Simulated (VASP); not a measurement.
# Li3H2 (P-62m) in VASP: relaxation of cell and atoms with PBE

Aim: the relaxation of cell and atoms of Li3H2 with PBE.

Program: VASP 6.6.1. These are calculated values, not measurements. Logs are shortened: lines on timing, memory, paths and dates and some standing lists are left out, and cuts for length are marked.

## (1) The cell of the first run

It takes space group P-62m (No. 189, hexagonal). The conventional cell has a = 4.887 Å, b = 4.887 Å, c = 2.554 Å, α = 90.00°, β = 90.00°, γ = 120.00°. Within 2.7 Å of Li (site symmetry m2m) lie 4 H at 1.99 Å and 6 Li at 2.55 to 2.65 Å. Within 2.6 Å of H (site symmetry -6) lie 6 Li at 1.99 Å and 2 H at 2.55 Å.

The cell was built from a structure type or drawn by symmetry, and may not be a known phase.

## (2) Relaxation of cell and atoms, PBE

File INCAR:

```
ALGO     = Normal         # electronic algorithm
EDIFF    = 1E-6           # SCF threshold, eV
EDIFFG   = -0.01          # ionic threshold
ENCUT    = 600            # plane-wave cutoff, eV
GGA      = PE             # functional
IBRION   = 2              # ionic algorithm
ISIF     = 3              # what is computed and relaxed
ISMEAR   = 0              # smearing method
LASPH    = T              # aspherical terms in the spheres
LCHARG   = F              # write CHGCAR
LREAL    = F              # projectors in reciprocal space
LWAVE    = F              # write WAVECAR
NELM     = 100            # most SCF steps
NSW      = 100            # ionic steps
PREC     = Accurate       # precision mode
SIGMA    = 0.1            # smearing width, eV
```

File KPOINTS:

```
k-points
0
Gamma
  6 6 12
```

File POSCAR:

```
Li3H2
1.0
    4.8870403766      0.0000000000      0.0000000000
   -2.4435201883      4.2323011155      0.0000000000
    0.0000000000      0.0000000000      2.5542498795
Li H
3 2
Direct
    0.6204183581      0.6204183581      0.0000000000
    0.3795816419      0.0000000000      0.0000000000
    0.0000000000      0.3795816419      0.0000000000
    0.6666666667      0.3333333333      0.5000000000
    0.3333333333      0.6666666667      0.5000000000
```

Potentials or basis: VASP PAW PBE potentials, release 64 (Li_sv, H).

On the command line:

```console
$ cat potpaw_PBE.64/Li_sv/POTCAR potpaw_PBE.64/H/POTCAR > POTCAR
$ mpirun -np 1 vasp_std > vasp.out
```

OUTCAR:

```text
EDIFF = 1E-6
   EDIFFG = -0.01
   ENCUT = 600
   GGA = PE
   IBRION = 2
   ISIF = 3
   ISMEAR = 0
   LASPH = T
   LREAL = F
   NELM = 100
   NSW = 100
   PREC = Accurate

 ion  position               nearest neighbor table
   1  0.620  0.620  0.000-
   2  0.380  0.000  0.000-
   3  0.000  0.380  0.000-
   4  0.667  0.333  0.500-
   5  0.333  0.667  0.500-

  LATTYP: Found a hexagonal cell.
 ALAT       =     4.8870403766
 C/A-ratio  =     0.5226578220

  Lattice vectors:

 A1 = (   4.8870403766,   0.0000000000,   0.0000000000)
 A2 = (  -2.4435201883,   4.2323011155,   0.0000000000)
 A3 = (   0.0000000000,   0.0000000000,   2.5542498795)

Analysis of symmetry for initial positions (statically):
=====================================================================
 Subroutine PRICEL returns:
 Original cell was already a primitive cell.

 Routine SETGRP: Setting up the symmetry group for a
 hexagonal supercell.

 Subroutine GETGRP returns: Found 12 space group operations
 (whereof 12 operations were pure point group operations)
 out of a pool of 24 trial point group operations.

The static configuration has the point symmetry D_3h.

Analysis of symmetry for dynamics (positions and initial velocities):
=====================================================================
 Subroutine PRICEL returns:
 Original cell was already a primitive cell.

 Routine SETGRP: Setting up the symmetry group for a
 hexagonal supercell.

 Subroutine GETGRP returns: Found 12 space group operations
 (whereof 12 operations were pure point group operations)
 out of a pool of 24 trial point group operations.

The dynamic configuration has the point symmetry D_3h.

 Subroutine INISYM returns: Found 12 space group operations
 (whereof 12 operations are pure point group operations),
 and found     1 'primitive' translations

----------------------------------------------------------------------------------------

                                     Primitive cell

  volume of cell :      52.8306

  direct lattice vectors                    reciprocal lattice vectors
     4.887040377  0.000000000  0.000000000     0.204622823  0.118139042  0.000000000
    -2.443520188  4.232301116  0.000000000     0.000000000  0.236278084  0.000000000
     0.000000000  0.000000000  2.554249879     0.000000000  0.000000000  0.391504374

  length of vectors
     4.887040377  4.887040377  2.554249879     0.236278084  0.236278084  0.391504374

  position of ions in fractional coordinates (direct lattice)
     0.620418358  0.620418358  0.000000000
     0.379581642  0.000000000  0.000000000
     0.000000000  0.379581642  0.000000000
     0.666666667  0.333333333  0.500000000
     0.333333333  0.666666667  0.500000000

  ion indices of the primitive-cell ions
   primitive index   ion index
                 1           1
                 2           2
                 3           3
                 4           4
                 5           5

----------------------------------------------------------------------------------------

 KPOINTS: k-points

Automatic generation of k-mesh.
 Grid dimensions read from file:
 generate k-points for:    6    6   12

 Generating k-lattice:

  Cartesian coordinates                     Fractional coordinates (reciprocal lattice)
     0.034103804  0.019689840  0.000000000     0.166666667 -0.000000000  0.000000000
     0.000000000  0.039379681  0.000000000     0.000000000  0.166666667  0.000000000
     0.000000000  0.000000000  0.032625364     0.000000000  0.000000000  0.083333333

  Length of vectors
     0.039379681  0.039379681  0.032625364

  Shift w.r.t. Gamma in fractional coordinates (k-lattice)
     0.000000000  0.000000000  0.000000000

 Subroutine IBZKPT returns following result:
 ===========================================

 Found     49 irreducible k-points:

 Following reciprocal coordinates:
            Coordinates               Weight
  0.000000  0.000000  0.000000      1.000000
  0.166667  0.000000  0.000000      6.000000
  0.333333  0.000000  0.000000      6.000000
  0.500000  0.000000  0.000000      3.000000
  0.166667  0.166667  0.000000      6.000000
  0.333333  0.166667  0.000000     12.000000
[... 16 lines left out ...]
  0.166667  0.000000  0.250000     12.000000
  0.333333  0.000000  0.250000     12.000000
 [... further k-points ...]
   k-points           NKPTS =     49   k-points in BZ     NKDIM =     49   number of bands    NBANDS=      9
   number of dos      NEDOS =    301   number of ions     NIONS =      5
   total plane-waves  NPLWV =  32000
   dimension x,y,z NGX =    40 NGY =   40 NGZ =   20
   dimension x,y,z NGXF=    80 NGYF=   80 NGZF=   40
   ions per type =               3   2
   NGX,Y,Z   is equivalent  to a cutoff of  13.61, 13.61, 13.02 a.u.
   NGXF,Y,Z  is equivalent  to a cutoff of  27.21, 27.21, 26.03 a.u.
 SYSTEM =  unknown system
   PREC   = accura    normal or accurate (medium, high low for compatibility)
   ISTART =      0    job   : 0-new  1-cont  2-samecut
   ICHARG =      2    charge: 1-file 2-atom 10-const
   ISPIN  =      1    spin polarized calculation?
   LNONCOLLINEAR =      F non collinear calculations
   LSORBIT =      F    spin-orbit coupling
   LASPH  =      T    aspherical Exc in radial PAW
   ENCUT  =  600.0 eV  44.10 Ry    6.64 a.u.   9.76  9.76  5.10*2*pi/ulx,y,z
   NELM   =    100;   NELMIN=  2; NELMDL= -5     # of ELM steps
   EDIFF  = 0.1E-05   stopping-criterion for ELM
   LREAL  =      F    real-space projection
   EDIFFG = -.1E-01   stopping-criterion for IOM
   NSW    =    100    number of steps for IOM
   IBRION =      2    ionic relax: 0-MD 1-quasi-New 2-CG
   NFREE  =      1    steps in history (QN), initial steepest desc. (CG)
   ISIF   =      3    stress and relaxation
   ISYM   =      2    0-nonsym 1-usesym 2-fastsym
   POTIM  = 0.5000    time-step for ionic-motion
   TEBEG  =    0.0;   TEEND  =   0.0 temperature during run
   PSTRESS=    0.0 pullay stress
   NELECT =      11.0000    total number of electrons
   NUPDOWN=      -1.0000    fix difference up-down
   EMIN   =  10.00;   EMAX   =-10.00  energy-range for DOS
   EFERMI =   0.00;   METHOD = LEGACY
   ISMEAR =     0;   SIGMA  =   0.10  broadening in eV -4-tet -1-fermi 0-gaus
   EFERMI_NEDOS =   21; number of points for ismear=-14 and -15
   IALGO  =     38    algorithm
   IMIX   =      4    mixing-type and parameters
     AMIX     =   0.40;   BMIX     =  1.00
     AMIX_MAG =   1.60;   BMIX_MAG =  1.00
  volume/ion in A,a.u.               =      10.57        71.30
  Fermi-wavevector in a.u.,A,eV,Ry     =   0.970310  1.833620 12.809901  0.941501
  Thomas-Fermi vector in A             =   2.100434
   LORBIT       =      0    0 simple, 1 ext, 2 COOP (PROOUT), +10 PAW based schemes
   GGA     = PE    functional components
   LHFCALC =     F    Hartree Fock is set to
   AEXX    =    0.0000 exact exchange contribution
   IVDW    =     0    specifies the selected vdW correction
   LEPSILON=     F    determine dielectric tensor
   LRPA    =     F    only Hartree local field effects (RPA)
 conjugate gradient relaxation of ions
 non-spin polarized calculation
 Gauss-broadening in eV      SIGMA  =   0.10
  energy-cutoff  :      600.00
  volume of cell :       52.83
 maximum number of plane-waves:      1796
 NGX is ok and might be reduce to    40
   NGX = 19   NGY = 19   NGZ = 11

--------------------------------------- Ionic step        1  -------------------------------------------

 number of electron      11.0000007 magnetization

 Free energy of the ion-electron system (eV)
  ---------------------------------------------------
  ext. energy  EPLUGINS =         0.00000000
  ---------------------------------------------------
  free energy    TOTEN  =       -13.71642162 eV

  energy without entropy =      -13.71340190  energy(sigma->0) =      -13.71491176

------------------------ aborting loop because EDIFF is reached ----------------------------------------

  FORCE on cell =-STRESS in cart. coord.  units (eV):
  Direction    XX          YY          ZZ          XY          YZ          ZX
  --------------------------------------------------------------------------------------
  -------------------------------------------------------------------------------------
  Total        0.1380244      0.1380244     -0.5300163      0.0000000     -0.0000000      0.0000000
  in kB        4.1858198      4.1858198    -16.0736298      0.0000000     -0.0000000      0.0000000
  external PRESSURE =      -2.5673301 kB  Pullay stress =       0.0000000 kB
[... 63 lines left out ...]
  energy  without entropy=      -13.7157222395  energy(sigma->0) =      -13.71728149

--------------------------------------- Ionic step        3  -------------------------------------------

 number of electron      11.0000012 magnetization

 Free energy of the ion-electron system (eV)
  ---------------------------------------------------
  ext. energy  EPLUGINS =         0.00000000
  ---------------------------------------------------
  free energy    TOTEN  =       -13.71998171 eV

  energy without entropy =      -13.71673237  energy(sigma->0) =      -13.71835704

 E-fermi :   1.8874     XC(G=0):  -7.9263

 val. band max:        1.7941435950   @ k =   0.3333   0.0000   0.2500
 cond. band min:       1.8946924491   @ k =   0.1667   0.1667   0.2500
 fundamental gap:      0.1005488542
 Fermi energy:         1.8874000496

 k-point     1 :       0.0000    0.0000    0.0000
  band No.  band energies     occupation
      1     -45.0484      2.00000
      2     -45.0004      2.00000
      3     -45.0004      2.00000
      4      -5.2343      2.00000
      5      -3.0401      2.00000
      6       2.5451      0.00000
      7       2.9062      0.00000
      8       2.9062      0.00000
      9       6.9863      0.00000
[... 265 lines left out ...]
 k-point    24 :       0.3333    0.0000    0.2500
  band No.  band energies     occupation
      1     -45.0136      2.00000
      2     -44.9882      2.00000
      3     -44.9801      2.00000
      4      -3.9235      2.00000
      5      -2.5153      2.00000
      6       1.7941      1.81278
      7       4.1571      0.00000
      8       6.6498      0.00000
      9       7.7424      0.00000

 [... further k-points ...]
[... 5 lines left out ...]
  --------------------------------------------------------------------------------------
  -------------------------------------------------------------------------------------
  Total       -0.0157255     -0.0157255     -0.0281462      0.0000000     -0.0000000      0.0000000
  in kB       -0.4795466     -0.4795466     -0.8583166      0.0000000     -0.0000000      0.0000000
  external PRESSURE =      -0.6058033 kB  Pullay stress =       0.0000000 kB
[... 20 lines left out ...]
  FREE ENERGIE OF THE ION-ELECTRON SYSTEM (eV)
  ---------------------------------------------------
  free  energy   TOTEN  =       -13.7199817116 eV

  energy  without entropy=      -13.7167323697  energy(sigma->0) =      -13.71835704

 reached required accuracy - stopping structural energy minimisation
```

It took 54 s on 1 thread of Intel Xeon Platinum 8259CL at 2.50GHz (Skylake/Cascade Lake), shared host; peak memory 0.18 GiB.

What came out:

```yaml
Free_energy: -13.7200 eV
Relaxed_volume: 10.51 Å³/atom
Relaxed_cell: a = 4.902 Å, b = 4.902 Å, c = 2.525 Å, α = 90.00°, β = 90.00°, γ = 120.00°
Space_group_after_relaxing_to_0.1_Å: P-62m (No. 189)
Energy_gained_by_relaxing: 0.7 meV/atom
Ionic_steps: 3
Pressure_after_relaxing: -0.1 GPa
Largest_force_after_relaxing: 0.007 eV/Å
Band_gap_on_the_k_mesh: zero (an odd number of electrons rules out a gap without spin polarisation)
```

Forces in eV/Å, atoms in the order of the input:
```
Li  -0.004 -0.006  0.000
Li   0.007  0.000  0.000
Li  -0.004  0.006  0.000
H    0.000  0.000  0.000
H    0.000  0.000  0.000
```

Step by step:
| step | energy change (eV) | largest force (eV/Å) | pressure (GPa) | volume (Å³) |
| --- | --- | --- | --- | --- |
| 1 | 0.0000 | 0.0020 | -0.26 | 52.83 |
| 2 | -0.0024 | 0.0022 | -0.17 | 52.70 |
| 3 | -0.0036 | 0.0072 | -0.06 | 52.54 |

Final structure:
```yaml
crystal:
  lattice:
    - [4.90154, 0.00000, 0.00000]
    - [-2.45077, 4.24485, 0.00000]
    - [0.00000, 0.00000, 2.52516]
  atoms:
    - { symbol: Li, position: [0.62046, 0.62046, 0.00000] }
    - { symbol: Li, position: [0.37954, 0.00000, 0.00000] }
    - { symbol: Li, position: [0.00000, 0.37954, 0.00000] }
    - { symbol: H, position: [0.66667, 0.33333, 0.50000] }
    - { symbol: H, position: [0.33333, 0.66667, 0.50000] }
```

Levels at points of the mesh, in eV from the Fermi level:
| k point | band 1 | band 2 | band 3 | band 4 | band 5 | band 6 | band 7 | band 8 | band 9 |
| --- | --- | --- | --- | --- | --- | --- | --- | --- | --- |
| (0.00, 0.00, 0.00) | -46.94 | -46.89 | -46.89 | -7.12 | -4.93 | 0.66 | 1.02 | 1.02 | 5.10 |
| (0.50, 0.00, 0.00) | -46.92 | -46.90 | -46.89 | -6.44 | -5.86 | -1.78 | 1.44 | 5.20 | 6.72 |
| (0.00, 0.00, 0.50) | -46.89 | -46.84 | -46.84 | -5.04 | -1.44 | 1.97 | 3.85 | 4.49 | 4.49 |
| (0.50, 0.00, 0.50) | -46.87 | -46.86 | -46.85 | -4.05 | -3.04 | 2.58 | 2.65 | 2.84 | 3.71 |

Caveat: the cutoff is under 1.25 times the usual one of these potentials, so pressure, stress and relaxed cells hold a basis-set (Pulay) error.
